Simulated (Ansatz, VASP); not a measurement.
**MgW4O12 in VASP and in Ansatz**

INCAR

```
PREC = Accurate
ENCUT = 520
EDIFF = 1E-8
ISMEAR = -1
SIGMA = 0.05
LREAL = Auto
LASPH = True
NELM = 60
ALGO = Normal
ISIF = 2
LWAVE = False
LCHARG = False
GGA = PE
LEFG = True
NBANDS = 79
```

The input KPOINTS:

```
regular mesh
0
Gamma
  6 6 4
```

Contents of POSCAR:

```
MgW4O12
1.0
    5.3744690000      0.0000000000      0.0000000000
    0.0000000000      5.3744690000      0.0000000000
    0.0000000000      0.0000000000      7.8368590000
Mg W O
1 4 12
Direct
    0.0000000000      0.0000000000      0.5000000000
    0.0000000000      0.5000000000      0.7556230000
    0.5000000000      0.0000000000      0.7484310000
    0.5000000000      0.0000000000      0.2443770000
    0.0000000000      0.5000000000      0.2515690000
    0.1725040000      0.8151700000      0.7235090000
    0.6918350000      0.6966160000      0.7525890000
    0.3081650000      0.3033840000      0.7525890000
    0.8274960000      0.1848300000      0.7235090000
    0.0000000000      0.5000000000      0.9921510000
    0.5000000000      0.0000000000      0.4955060000
    0.5000000000      0.0000000000      0.0078490000
    0.0000000000      0.5000000000      0.5044940000
    0.6966160000      0.3081650000      0.2474110000
    0.1848300000      0.1725040000      0.2764910000
    0.8151700000      0.8274960000      0.2764910000
    0.3033840000      0.6918350000      0.2474110000
```

Input for Ansatz:

```yaml
crystal:
  lattice:
    - [5.374469, 0.0, 0.0]
    - [0.0, 5.374469, 0.0]
    - [0.0, 0.0, 7.836859]
  atoms:
    - { symbol: Mg, position: [0.0, 0.0, 0.5] }
    - { symbol: W, position: [0.0, 0.5, 0.755623] }
    - { symbol: W, position: [0.5, 0.0, 0.748431] }
    - { symbol: W, position: [0.5, 0.0, 0.244377] }
    - { symbol: W, position: [0.0, 0.5, 0.251569] }
    - { symbol: O, position: [0.172504, 0.81517, 0.723509] }
    - { symbol: O, position: [0.691835, 0.696616, 0.752589] }
    - { symbol: O, position: [0.308165, 0.303384, 0.752589] }
    - { symbol: O, position: [0.827496, 0.18483, 0.723509] }
    - { symbol: O, position: [0.0, 0.5, 0.992151] }
    - { symbol: O, position: [0.5, 0.0, 0.495506] }
    - { symbol: O, position: [0.5, 0.0, 0.007849] }
    - { symbol: O, position: [0.0, 0.5, 0.504494] }
    - { symbol: O, position: [0.696616, 0.308165, 0.247411] }
    - { symbol: O, position: [0.18483, 0.172504, 0.276491] }
    - { symbol: O, position: [0.81517, 0.827496, 0.276491] }
    - { symbol: O, position: [0.303384, 0.691835, 0.247411] }
kpoints:
  mp_grid: { grid: [6, 6, 4] }
scf:
  occupations: { method: fermi_dirac, width: 0.05 }
hamiltonian:
  xc: pbe
  pseudopotentials: { kind: paw }
output:
  forces: true
  stress: true
  populations: true
  efg:
    quadrupole_moments_barn: { Mg: 0.1994, O: -0.02558 }
    contact_densities: true
```

Alike in both runs: task electric field gradients; functional PBE; k mesh 6 × 6 × 4; occupations fermi-dirac, width 0.05 eV; no spin polarisation.

```csv
,VASP,Ansatz
version,VASP 6.6.1,Ansatz 0.2.0
potentials or method,"VASP PAW PBE potentials, release 64 (Mg, W_sv, O)","plane-wave PAW, scalar-relativistic"
plane-wave cutoff (eV),520,420
valence electrons in the cell,130,138
```

|  | VASP | Ansatz | Ansatz less VASP |
| --- | --- | --- | --- |
| pressure (GPa) | -7.4 | -8.7 | -1.23 |
| traceless stress, the component that is largest in VASP (GPa) | -1.46 | -1.48 | -0.015 |
| rms of the force components (eV/Å) | 0.615 | 0.598 | -0.0162 |
| size of Vzz on the site where it differs most (V/Å²) | 242.3 | 259.7 | +17.39 |

Atom by atom the forces differ by 0.048 eV/Å (rms over components). VASP's potentials hold 130 valence electrons a cell and Ansatz's 138, so a difference there can come from the potentials and not from the codes.

Spin-orbit coupling is off throughout.
